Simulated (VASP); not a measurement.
# P in VASP: notebook, part 2 of 2

VASP 6.6.1. Earlier steps stand in the parts before.

**3. Single point, r2SCAN (strain +0.000 along x and y, -0.050 along z)**

Input file POSCAR:

```
P
1.0
    3.2837277200      0.0000000000      0.0000000000
    0.0000000000     34.8570309900      0.0000000000
    0.0000000000      0.0000000000      4.4004804745
P
4
Direct
    0.0000000000      0.9702614300      0.5921507200
    0.0000000000      0.0297385700      0.4078492800
    0.5000000000      0.0297385700      0.0921507200
    0.5000000000      0.9702614300      0.9078492800
```

Input file INCAR.step1:

```
SYSTEM = P
PREC = Accurate ; ENCUT = 520
ISMEAR = 0 ; SIGMA = 0.05
LREAL = .FALSE. ; LASPH = .TRUE.
NELM = 60 ; NBANDS = 18
GGA = PE ; ALGO = Normal
EDIFF = 1E-4 ; LWAVE = .TRUE.
LCHARG = .FALSE.
```

Input file INCAR.step2:

```
SYSTEM = P
PREC = Accurate ; ENCUT = 520
EDIFF = 1E-6 ; ISMEAR = 0
SIGMA = 0.05 ; LREAL = .FALSE.
LASPH = .TRUE. ; NELM = 60
ALGO = Normal ; ISIF = 2
LWAVE = .FALSE. ; LCHARG = .TRUE.
METAGGA = R2SCAN ; LMIXTAU = .TRUE.
LELF = .TRUE. ; LVHAR = .TRUE.
NBANDS = 18 ; ISTART = 1
```

Input file KPOINTS:

```
regular mesh
0
G
  8 1 6
  0 0 0
```

Potentials or basis: VASP PAW PBE potentials, release 64 (P).

Command:

```console
cat potpaw_PBE.64/P/POTCAR > POTCAR
cp INCAR.step1 INCAR
mpirun -np 1 vasp_std > vasp.out
cp INCAR.step2 INCAR
mpirun -np 1 vasp_std > vasp.out
```

OUTCAR:

```text
SYSTEM = P
   PREC = Accurate
   ENCUT = 520
   EDIFF = 1E-6
   ISMEAR = 0
   LREAL = .FALSE.
   LASPH = .TRUE.
   NELM = 60
   ISIF = 2
   METAGGA = R2SCAN
   ISTART = 1

 ion  position               nearest neighbor table
   1  0.000  0.970  0.592-   4 2.15   4 2.15   2 2.23
   2  0.000  0.030  0.408-   3 2.15   3 2.15   1 2.23
   3  0.500  0.030  0.092-   2 2.15   2 2.15   4 2.23
   4  0.500  0.970  0.908-   1 2.15   1 2.15   3 2.23

  LATTYP: Found a simple orthorhombic cell.
 ALAT       =     3.2837277200
 B/A-ratio  =     1.3400868920
 C/A-ratio  =    10.6150795566

  Lattice vectors:

 A1 = (  -3.2837277200,   0.0000000000,   0.0000000000)
 A2 = (   0.0000000000,   0.0000000000,   4.4004804745)
 A3 = (   0.0000000000,  34.8570309900,   0.0000000000)

Analysis of symmetry for initial positions (statically):
=====================================================================
 Subroutine PRICEL returns:
 Original cell was already a primitive cell.
[... 167 lines left out ...]
  free energy    TOTEN  =       -35.69603521 eV

  energy without entropy =      -35.69603521  energy(sigma->0) =      -35.69603521

 E-fermi :  -3.0782     XC(G=0):  -1.7662

 val. band max:       -3.3233624830   @ k =   0.0000   0.0000   0.0000
 cond. band min:      -2.5064252460   @ k =   0.0000   0.0000   0.0000
 fundamental gap:      0.8169372369
 Fermi energy:        -3.0782283825

 k-point     1 :       0.0000    0.0000    0.0000
  band No.  band energies     occupation
      1     -19.8009      2.00000
      2     -17.0670      2.00000
      3     -12.8991      2.00000
      4      -9.7814      2.00000
      5      -8.3708      2.00000
      6      -7.8705      2.00000
[... 397 lines left out ...]
      5      -9.0021      2.00000
      6      -9.0021      2.00000
[... 10 lines left out ...]
     17       3.3930      0.00000
     18       3.3930      0.00000

------------------------ aborting loop because EDIFF is reached ----------------------------------------

  FORCE on cell =-STRESS in cart. coord.  units (eV):
  Direction    XX          YY          ZZ          XY          YZ          ZX
  --------------------------------------------------------------------------------------
  -------------------------------------------------------------------------------------
  Total        2.0304134      0.5196457      3.6279571      0.0000000      0.0000000      0.0000000
  in kB        6.4585858      1.6529522     11.5402468      0.0000000      0.0000000      0.0000000
  external PRESSURE =       6.5505949 kB  Pullay stress =       0.0000000 kB

 VOLUME and BASIS-vectors are now :
 -----------------------------------------------------------------------------
  energy-cutoff  :      520.00
  volume of cell :      503.68
      direct lattice vectors                 reciprocal lattice vectors
     3.283727720  0.000000000  0.000000000     0.304531948  0.000000000  0.000000000
     0.000000000 34.857030990  0.000000000     0.000000000  0.028688617  0.000000000
     0.000000000  0.000000000  4.400480475     0.000000000  0.000000000  0.227247912

 POSITION                                       TOTAL-FORCE (eV/Angst)
 -----------------------------------------------------------------------------------
      0.00000     33.82043      2.60575         0.000000     -0.129985     -0.779756
      0.00000      1.03660      1.79473        -0.000000      0.129985      0.779756
      1.64186      1.03660      0.40551         0.000000      0.129985     -0.779756
      1.64186     33.82043      3.99497        -0.000000     -0.129985      0.779756
 -----------------------------------------------------------------------------------
    total drift:                               -0.000000      0.000000      0.000000

  FREE ENERGIE OF THE ION-ELECTRON SYSTEM (eV)
  ---------------------------------------------------
  free  energy   TOTEN  =       -35.6960352054 eV

  energy  without entropy=      -35.6960352054  energy(sigma->0) =      -35.69603521
```

OUTCAR.step1:

```text
SYSTEM = P
   PREC = Accurate
   ENCUT = 520
   ISMEAR = 0
   LREAL = .FALSE.
   LASPH = .TRUE.
[... 645 lines left out ...]
      0.00000      1.03660      1.79473         0.000000      0.291076      1.055000
      1.64186      1.03660      0.40551         0.000000      0.291076     -1.055000
      1.64186     33.82043      3.99497         0.000000     -0.291076      1.055000
 -----------------------------------------------------------------------------------
    total drift:                               -0.000000      0.000000      0.000000

  FREE ENERGIE OF THE ION-ELECTRON SYSTEM (eV)
  ---------------------------------------------------
  free  energy   TOTEN  =       -21.3168236729 eV

  energy  without entropy=      -21.3168236729  energy(sigma->0) =      -21.31682367
```

OSZICAR.step1:

```text
N       E                     dE             d eps       ncg     rms          rms(c)
DAV:   1     0.142350240203E+03    0.14235E+03   -0.55845E+03   720   0.724E+02
DAV:   2    -0.268622846614E+01   -0.14504E+03   -0.13646E+03  1214   0.132E+02
DAV:   3    -0.211772310499E+02   -0.18491E+02   -0.18417E+02  1002   0.578E+01
DAV:   4    -0.215571779778E+02   -0.37995E+00   -0.37900E+00   946   0.108E+01
DAV:   5    -0.215694701822E+02   -0.12292E-01   -0.12288E-01  1150   0.185E+00    0.114E+01
DAV:   6    -0.213958199053E+02    0.17365E+00   -0.10494E-01   918   0.161E+00    0.673E+00
DAV:   7    -0.213179345045E+02    0.77885E-01   -0.18861E-01   932   0.215E+00    0.373E-01
DAV:   8    -0.213167048482E+02    0.12297E-02   -0.15418E-02   952   0.694E-01    0.161E-01
DAV:   9    -0.213165420336E+02    0.16281E-03   -0.75158E-04  1160   0.151E-01    0.139E-01
DAV:  10    -0.213162117821E+02    0.33025E-03   -0.24620E-04   858   0.755E-02    0.108E-01
DAV:  11    -0.213160034431E+02    0.20834E-03   -0.16219E-04   876   0.569E-02    0.224E-02
DAV:  12    -0.213163434506E+02   -0.34001E-03   -0.19989E-04   744   0.526E-02    0.467E-02
DAV:  13    -0.213164702378E+02   -0.12679E-03   -0.36747E-05   692   0.258E-02    0.268E-02
DAV:  14    -0.213166272074E+02   -0.15697E-03   -0.76653E-06   698   0.143E-02    0.998E-03
DAV:  15    -0.213167527970E+02   -0.12559E-03   -0.38987E-06   712   0.971E-03    0.111E-02
DAV:  16    -0.213168236729E+02   -0.70876E-04   -0.18365E-06   672   0.584E-03
   1 F= -.21316824E+02 E0= -.21316824E+02  d E =-.499036E-11
```

It took 8.7 min on 1 thread of Intel Xeon 6975P-C (Granite Rapids), shared host; peak memory 0.62 GiB.

What came out:

```
Free energy            : -35.6960 eV
Largest force          : 0.791 eV/Å
Band gap on the k mesh : 0.82 eV
```

Forces on the atoms (eV/Å):
```
P    0.000 -0.130 -0.780
P    0.000  0.130  0.780
P    0.000  0.130 -0.780
P    0.000 -0.130  0.780
```

Caveat: the cell differs from its parent crystal (strain +0.000 along x and y, -0.050 along z); there is no dipole correction, which matters where the two faces differ; the PAW data sets were made with another functional, which shifts forces and pressure a little.

**4. Single point, r2SCAN (strain +0.050 along x and y, -0.050 along z)**

Changes to POSCAR since step 3:

```diff
@@ -2,4 +2,4 @@
 1.0
-    3.2837277200      0.0000000000      0.0000000000
-    0.0000000000     34.8570309900      0.0000000000
+    3.4479141060      0.0000000000      0.0000000000
+    0.0000000000     36.5998825395      0.0000000000
     0.0000000000      0.0000000000      4.4004804745
```

Changes to INCAR.step1 since step 3:

```diff
@@ -4,3 +4,3 @@
 LREAL = .FALSE. ; LASPH = .TRUE.
-NELM = 60 ; NBANDS = 18
+NELM = 80 ; NBANDS = 18
 GGA = PE ; ALGO = Normal
```

Input file INCAR.step2:

```
SYSTEM = P
PREC = Accurate ; ENCUT = 520
EDIFF = 1E-6 ; ISMEAR = 0
SIGMA = 0.05 ; LREAL = .FALSE.
LASPH = .TRUE. ; NELM = 80
ALGO = Normal ; ISIF = 2
LWAVE = .FALSE. ; LCHARG = .FALSE.
METAGGA = R2SCAN ; LMIXTAU = .TRUE.
NBANDS = 18 ; ISTART = 1
```

Input file KPOINTS:

```
Automatic mesh
0
G
  8 1 6
  0 0 0
```

Command:

```console
cat potpaw_PBE.64/P/POTCAR > POTCAR
cp INCAR.step1 INCAR
mpirun -np 1 vasp_std > vasp.out
cp INCAR.step2 INCAR
mpirun -np 1 vasp_std > vasp.out
```

Run time: 13 min. Hardware: 1 thread of Intel Xeon 6975P-C (Granite Rapids), shared host; peak memory 0.75 GiB.

The run converged. Its results:

```yaml
Free_energy: -35.5900 eV
Largest_force: 0.914 eV/Å
Band_gap_on_the_k_mesh: 0.60 eV
```

Forces in eV/Å, atoms in the order of the input:
```
P    0.000  0.655 -0.638
P    0.000 -0.655  0.638
P    0.000 -0.655 -0.638
P    0.000  0.655  0.638
```

Levels at points of the mesh, in eV from the valence-band top:
| k point | band 6 | band 7 | band 8 | band 9 | band 10 | band 11 | band 12 | band 13 | band 14 | band 15 |
| --- | --- | --- | --- | --- | --- | --- | --- | --- | --- | --- |
| (0.00, 0.00, 0.00) | -4.57 | -4.49 | -3.05 | -1.81 | 0.00 | 0.60 | 0.87 | 1.86 | 3.49 | 4.70 |
| (0.50, 0.00, 0.00) | -5.02 | -2.88 | -2.88 | -2.26 | -2.26 | 1.53 | 1.53 | 2.47 | 2.47 | 3.43 |
| (0.00, 0.00, 0.50) | -3.73 | -3.26 | -3.26 | -1.20 | -1.20 | 1.40 | 1.40 | 3.31 | 3.31 | 3.67 |
| (0.50, 0.00, 0.50) | -5.35 | -4.95 | -4.95 | -1.57 | -1.57 | 2.07 | 2.07 | 5.01 | 5.01 | 6.23 |

Caveat: the cell differs from its parent crystal (strain +0.050 along x and y, -0.050 along z); there is no dipole correction, which matters where the two faces differ; the PAW data sets were made with another functional, which shifts forces and pressure a little.

**5. Single point, r2SCAN (strain +0.000 along x and y, +0.050 along z)**

Input file POSCAR:

```
P
1.0
    3.2837277200      0.0000000000      0.0000000000
    0.0000000000     34.8570309900      0.0000000000
    0.0000000000      0.0000000000      4.8636889455
P
4
Direct
    0.0000000000      0.9702614300      0.5921507200
    0.0000000000      0.0297385700      0.4078492800
    0.5000000000      0.0297385700      0.0921507200
    0.5000000000      0.9702614300      0.9078492800
```

Input file INCAR.step1:

```
SYSTEM = P
  PREC = Accurate
  ENCUT = 520
  ISMEAR = 0
  SIGMA = 0.05
  LREAL = .False.
  LASPH = .True.
  NELM = 100
  NBANDS = 18
  GGA = PE
  ALGO = Normal
  EDIFF = 1E-4
  LWAVE = .True.
  LCHARG = .False.
```

Input file INCAR.step2:

```
SYSTEM = P
  PREC = Accurate
  ENCUT = 520
  EDIFF = 1E-6
  ISMEAR = 0
  SIGMA = 0.05
  LREAL = .False.
  LASPH = .True.
  NELM = 100
  ALGO = Normal
  ISIF = 2
  LWAVE = .False.
  LCHARG = .False.
  METAGGA = R2SCAN
  LMIXTAU = .True.
  NBANDS = 18
  ISTART = 1
```

Input file KPOINTS:

```
regular mesh
0
Gamma
  8 1 6
  0 0 0
```

Command:

```console
cat potpaw_PBE.64/P/POTCAR > POTCAR
cp INCAR.step1 INCAR
mpirun -np 1 vasp_std > vasp.out
cp INCAR.step2 INCAR
mpirun -np 1 vasp_std > vasp.out
```

It took 8.3 min on 1 thread of Intel Xeon 6975P-C (Granite Rapids), shared host; peak memory 0.65 GiB.

Results (log left out):

| Quantity | Value |
| --- | --- |
| Free energy | -35.7036 eV |
| Largest force | 0.703 eV/Å |
| Band gap on the k mesh | 1.44 eV |

Forces on the atoms (eV/Å):
```
P    0.000  0.123  0.692
P    0.000 -0.123 -0.692
P    0.000 -0.123  0.692
P    0.000  0.123 -0.692
```

Levels at points of the mesh, in eV from the valence-band top:
| k point | band 7 | band 8 | band 9 | band 10 | band 11 | band 12 | band 13 | band 14 |
| --- | --- | --- | --- | --- | --- | --- | --- | --- |
| (0.00, 0.00, 0.00) | -2.99 | -1.45 | -1.38 | 0.00 | 1.44 | 2.41 | 3.28 | 3.43 |
| (0.50, 0.00, 0.00) | -2.72 | -2.72 | -1.76 | -1.76 | 1.47 | 1.47 | 2.61 | 2.61 |
| (0.00, 0.00, 0.50) | -2.23 | -2.23 | -1.55 | -1.55 | 2.74 | 2.74 | 4.13 | 4.13 |
| (0.50, 0.00, 0.50) | -4.36 | -4.36 | -0.87 | -0.87 | 2.74 | 2.74 | 3.65 | 3.65 |

Caveat: the cell differs from its parent crystal (strain +0.000 along x and y, +0.050 along z); there is no dipole correction, which matters where the two faces differ; the PAW data sets were made with another functional, which shifts forces and pressure a little.

**6. Summary**

```tsv
cell	gap on the mesh (eV)	largest force (eV/Å)
a = 3.120, b = 33.114, c = 4.864 Å, 4 atoms	1.36	1.13
a = 3.284, b = 34.857, c = 4.400 Å, 4 atoms	0.82	0.79
a = 3.448, b = 36.600, c = 4.400 Å, 4 atoms	0.60	0.91
a = 3.284, b = 34.857, c = 4.864 Å, 4 atoms	1.44	0.70
```

Alike in all rows: task single point; level r2SCAN; potentials or basis VASP PAW PBE potentials, release 64 (P); no spin polarisation; k mesh 8 × 1 × 6; cutoff (eV) 520; smearing gaussian 0.05 eV.

Caveats: there is no dipole correction, which matters where the two faces differ; the PAW data sets were made with another functional, which shifts forces and pressure a little.

Total energies depend on the potentials used, so only differences within one code and one set of settings carry meaning.
